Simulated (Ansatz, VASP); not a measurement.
# Fe: VASP beside Ansatz

Contents of INCAR:

```
SYSTEM = Fe
  ALGO = Normal
  EDIFF = 1E-6
  ENCUT = 600
  GGA = RP
  GGA_COMPAT = .FALSE.
  ISIF = 2
  ISMEAR = -1
  ISPIN = 2
  LASPH = .TRUE.
  LCHARG = .FALSE.
  LMAXMIX = 4
  LORBIT = 11
  LREAL = .FALSE.
  LWAVE = .FALSE.
  MAGMOM = 3.5
  NBANDS = 14
  NELM = 200
  PREC = Accurate
  SIGMA = 0.2
```

Contents of KPOINTS:

```
k-points
0
G
  11 11 11
  0 0 0
```

File POSCAR:

```
Fe
1.0
   -1.4430000000      1.4430000000      1.4430000000
    1.4430000000     -1.4430000000      1.4430000000
    1.4430000000      1.4430000000     -1.4430000000
Fe
1
Direct
    0.0000000000      0.0000000000      0.0000000000
```

Input for Ansatz:

```yaml
crystal:
  lattice:
    - [-1.443, 1.443, 1.443]
    - [1.443, -1.443, 1.443]
    - [1.443, 1.443, -1.443]
  atoms:
    - { symbol: Fe, position: [0.0, 0.0, 0.0], spin: 3.5 }
kpoints:
  mp_grid:
    grid: [11, 11, 11]
hamiltonian:
  xc: rpbe
  pseudopotentials:
    kind: nc
magnetization:
  spin_polarized: true
scf:
  n_extra_bands: 4
  occupations:
    method: fermi_dirac
    width: 0.2
```

Alike in both runs: task single point; functional RPBE; k mesh 11 × 11 × 11; occupations fermi-dirac, width 0.2 eV; collinear spin.

```csv
,VASP,Ansatz
version,VASP 6.6.1,Ansatz 0.2.0
potentials or method,"VASP PAW PBE potentials, release 64 (Fe)","plane waves, norm-conserving potentials"
plane-wave cutoff (eV),600,1225
valence electrons in the cell,8,16
```

Ansatz gave:

| Quantity | Value |
| --- | --- |
| net moment per atom (μB) | 2.32 |
| size of the moment on the site where the two differ most (μB) | 2.38 |

Question: Which values does VASP return?

Answer: net moment per atom (μB): 2.34; size of the moment on the site where the two differ most (μB): 2.35.

VASP's potentials were made for PBE, not for RPBE. Site moments also hang on the region over which each program counts them. With one functional, cell and mesh, what is left measures potentials, basis and numerics. VASP's potentials hold 8 valence electrons a cell and Ansatz's 16, so a difference there can come from the potentials and not from the codes. Ansatz's warnings: moment headroom below auto.
